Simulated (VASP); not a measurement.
# H2 in VASP: single point with PBE+D3(BJ)

Aim: the single point of H2 with PBE+D3(BJ).

All numbers are computed with VASP 6.6.1; they aren't measurements. Logs are shortened: lines on timing, memory, paths and dates and some standing lists are left out, and cuts for length are marked.

### Step 1. The cell of the first run

The cell holds a molecule in a box, 2 atoms: a = 5.690 Å, b = 5.690 Å, c = 22.646 Å, α = 90.00°, β = 90.00°, γ = 109.47°.

### Step 2. Single point, PBE+D3(BJ)

Contents of INCAR:

```
ALGO = Normal
DIPOL = 0.5 0.5 0.710
EDIFF = 1E-6
ENCUT = 400
GGA = PE
GGA_COMPAT = F
IDIPOL = 3
ISIF = 2
ISMEAR = 0
IVDW = 12
LASPH = T
LCHARG = T
LDIPOL = T
LELF = T
LREAL = F
LVACPOTAV = T
LVHAR = T
LWAVE = F
NBANDS = 8
NELM = 120
NELMDL = -8
PREC = Accurate
SIGMA = 0.1
```

Contents of KPOINTS:

```
k-points
0
Gamma
  4 4 1
```

Contents of POSCAR:

```
H
1.0
    5.6896945747      0.0000000000      0.0000000000
   -1.8965648582      5.3642954889      0.0000000000
    0.0000000000      0.0000000000     22.6456161668
H
2
Direct
    0.8365662166      0.6621244109      0.6953041652
    0.7973771587      0.6993522381      0.7246699344
```

Potentials or basis: VASP PAW PBE potentials, release 64 (H).

The run is started by

```console
$ cat potpaw_PBE.64/H/POTCAR > POTCAR
$ mpirun -np 1 vasp_std > vasp.out
```

OUTCAR:

```text
EDIFF = 1E-6
   ENCUT = 400
   GGA = PE
   ISIF = 2
   ISMEAR = 0
   IVDW = 12
   LASPH = T
   LREAL = F
   NELM = 120
   NELMDL = -8
   PREC = Accurate
 IVDW          = 12

 ion  position               nearest neighbor table
   1  0.837  0.662  0.695-   2 0.75
   2  0.797  0.699  0.725-   1 0.75

  LATTYP: Found a base centered orthorhombic cell.
 ALAT       =     6.5698933887
 B/A-ratio  =     1.4142135624
 C/A-ratio  =     3.4468772668

  Lattice vectors:

 A1 = (   5.6896945747,   0.0000000000,   0.0000000000)
 A2 = (  -1.8965648582,   5.3642954889,   0.0000000000)
 A3 = (   0.0000000000,   0.0000000000,  22.6456161668)

Analysis of symmetry for initial positions (statically):
=====================================================================
 Subroutine PRICEL returns:
 Original cell was already a primitive cell.

 Routine SETGRP: Setting up the symmetry group for a
 base centered orthorhombic supercell.

 Subroutine GETGRP returns: Found  2 space group operations
 (whereof  1 operations were pure point group operations)
 out of a pool of  8 trial point group operations.

The static configuration has the point symmetry C_1 .
 The point group associated with its full space group is S_2 .

Analysis of symmetry for dynamics (positions and initial velocities):
=====================================================================
 Subroutine PRICEL returns:
 Original cell was already a primitive cell.

 Routine SETGRP: Setting up the symmetry group for a
 base centered orthorhombic supercell.

 Subroutine GETGRP returns: Found  2 space group operations
 (whereof  1 operations were pure point group operations)
 out of a pool of  8 trial point group operations.

The dynamic configuration has the point symmetry C_1 .
 The point group associated with its full space group is S_2 .

 Subroutine INISYM returns: Found  2 space group operations
 (whereof  1 operations are pure point group operations),
 and found     1 'primitive' translations

----------------------------------------------------------------------------------------

                                     Primitive cell

  volume of cell :     691.1714

  direct lattice vectors                    reciprocal lattice vectors
     5.689694575  0.000000000  0.000000000     0.175756359  0.062139257  0.000000000
    -1.896564858  5.364295489  0.000000000     0.000000000  0.186417770  0.000000000
     0.000000000  0.000000000 22.645616167     0.000000000  0.000000000  0.044158657

[... 79 lines left out ...]
   NELECT =       2.0000    total number of electrons
   NUPDOWN=      -1.0000    fix difference up-down
   EMIN   =  10.00;   EMAX   =-10.00  energy-range for DOS
   EFERMI =   0.00;   METHOD = LEGACY
   ISMEAR =     0;   SIGMA  =   0.10  broadening in eV -4-tet -1-fermi 0-gaus
   EFERMI_NEDOS =   21; number of points for ismear=-14 and -15
   IALGO  =     38    algorithm
   IMIX   =      4    mixing-type and parameters
     AMIX     =   0.40;   BMIX     =  1.00
     AMIX_MAG =   1.60;   BMIX_MAG =  1.00
  volume/ion in A,a.u.               =     345.59      2332.13
  Fermi-wavevector in a.u.,A,eV,Ry     =   0.233286  0.440848  0.740464  0.054423
  Thomas-Fermi vector in A             =   1.029909
   LORBIT       =      0    0 simple, 1 ext, 2 COOP (PROOUT), +10 PAW based schemes
   GGA     = PE    functional components
   LHFCALC =     F    Hartree Fock is set to
   AEXX    =    0.0000 exact exchange contribution
   IVDW    =    12    specifies the selected vdW correction
   LEPSILON=     F    determine dielectric tensor
   LRPA    =     F    only Hartree local field effects (RPA)
 non-spin polarized calculation
 Gauss-broadening in eV      SIGMA  =   0.10
  energy-cutoff  :      400.00
  volume of cell :      691.17
 maximum number of plane-waves:     12610
 NGX is ok and might be reduce to    40
   NGX = 19   NGY = 19   NGZ = 73

 dipolmoment           0.000000      0.000000     -0.000000 electrons x Angstroem

 number of electron       1.9999998 magnetization

 dipolmoment           0.000000      0.000000      0.000000 electrons x Angstroem

 Free energy of the ion-electron system (eV)
  ---------------------------------------------------
  ext. energy  EPLUGINS =         0.00000000
  ---------------------------------------------------
  free energy    TOTEN  =        -6.76028421 eV

  energy without entropy =       -6.76028421  energy(sigma->0) =       -6.76028421

 E-fermi :  -9.7814     XC(G=0):  -0.4882

 val. band max:      -10.2395843144   @ k =   0.5000   0.5000   0.0000
 cond. band min:      -0.2729606634   @ k =   0.0000   0.0000   0.0000
 fundamental gap:      9.9666236510
 Fermi energy:        -9.7814404803

 k-point     1 :       0.0000    0.0000    0.0000
  band No.  band energies     occupation
      1     -10.2533      2.00000
      2      -0.2730      0.00000
      3      -0.1863      0.00000
      4       0.1680      0.00000
      5       0.6143      0.00000
      6       1.0796      0.00000
      7       1.8184      0.00000
      8       2.4612      0.00000
[... 89 lines left out ...]
 k-point    10 :       0.5000    0.5000    0.0000
  band No.  band energies     occupation
      1     -10.2396      2.00000
      2       0.2638      0.00000
      3       1.0791      0.00000
      4       1.5050      0.00000
      5       1.8367      0.00000
      6       1.8444      0.00000
      7       1.8682      0.00000
      8       1.9201      0.00000

------------------------ aborting loop because EDIFF is reached ----------------------------------------

 vacuum level on the upper side and lower side of the slab       (xc-potential included)        -0.091        -0.091

 Edisp (eV)   -0.00312

 E8    (eV) :    -0.0006

  FORCE on cell =-STRESS in cart. coord.  units (eV):
  Direction    XX          YY          ZZ          XY          YZ          ZX
  --------------------------------------------------------------------------------------
  -------------------------------------------------------------------------------------
  Total      -0.14048    -0.13095    -0.20926     0.01211    -0.02628     0.03866
  in kB      -0.32565    -0.30355    -0.48507     0.02807    -0.06093     0.08962
  external pressure =       -0.37 kB  Pullay stress =        0.00 kB

 VOLUME and BASIS-vectors are now :
 -----------------------------------------------------------------------------
  energy-cutoff  :      400.00
  volume of cell :      691.17
      direct lattice vectors                 reciprocal lattice vectors
     5.689694575  0.000000000  0.000000000     0.175756359  0.062139257  0.000000000
    -1.896564858  5.364295489  0.000000000     0.000000000  0.186417770  0.000000000
     0.000000000  0.000000000 22.645616167     0.000000000  0.000000000  0.044158657

 POSITION                                       TOTAL-FORCE (eV/Angst)
 -----------------------------------------------------------------------------------
      3.50404      3.55183     15.74559        -0.040287      0.027447      0.093518
      3.21047      3.75153     16.41060         0.040287     -0.027447     -0.093518
 -----------------------------------------------------------------------------------
    total drift:                               -0.000003      0.000001      0.000001

  FREE ENERGIE OF THE ION-ELECTRON SYSTEM (eV)
  ---------------------------------------------------
  free  energy   TOTEN  =        -6.7634010038 eV

  energy  without entropy=       -6.7634010038  energy(sigma->0) =       -6.76340100

 vacuum level on the upper side and lower side of the slab         0.039         0.039
```

OSZICAR:

```text
N       E                     dE             d eps       ncg     rms          rms(c)
DAV:   1     0.759651696276E+00    0.75965E+00   -0.46209E+02   168   0.995E+01
DAV:   2    -0.699228581530E+01   -0.77519E+01   -0.77519E+01   168   0.274E+01
DAV:   3    -0.742923932104E+01   -0.43695E+00   -0.43695E+00   248   0.823E+00
[... 13 lines left out ...]
DAV:  17    -0.676023342014E+01   -0.71094E-04   -0.45198E-06   160   0.648E-03    0.147E-03
DAV:  18    -0.676027413521E+01   -0.40715E-04   -0.15162E-06   176   0.346E-03    0.959E-04
DAV:  19    -0.676028011114E+01   -0.59759E-05   -0.10556E-07   184   0.844E-04    0.230E-04
DAV:  20    -0.676028385091E+01   -0.37398E-05   -0.89340E-08   192   0.818E-04    0.113E-04
DAV:  21    -0.676028420962E+01   -0.35871E-06   -0.41112E-09   160   0.184E-04
   1 F= -.67634010E+01 E0= -.67634010E+01  d E =-.261606E-10
```

Wall time 44 s (1 thread of Intel Xeon 6975P-C (Granite Rapids), shared host); peak memory 0.49 GiB.

What came out:

| Property | Result |
| --- | --- |
| Free energy | -6.7634 eV |
| Largest force | 0.105 eV/Å |
| Gap between the frontier levels | 9.97 eV, indirect (least direct gap 9.98 eV) |
| Dispersion energy per atom | -0.002 eV |
| Ionisation potential of the upper face | 10.28 eV |

Forces in eV/Å, atoms in the order of the input:
```
H   -0.040  0.027  0.094
H    0.040 -0.027 -0.094
```
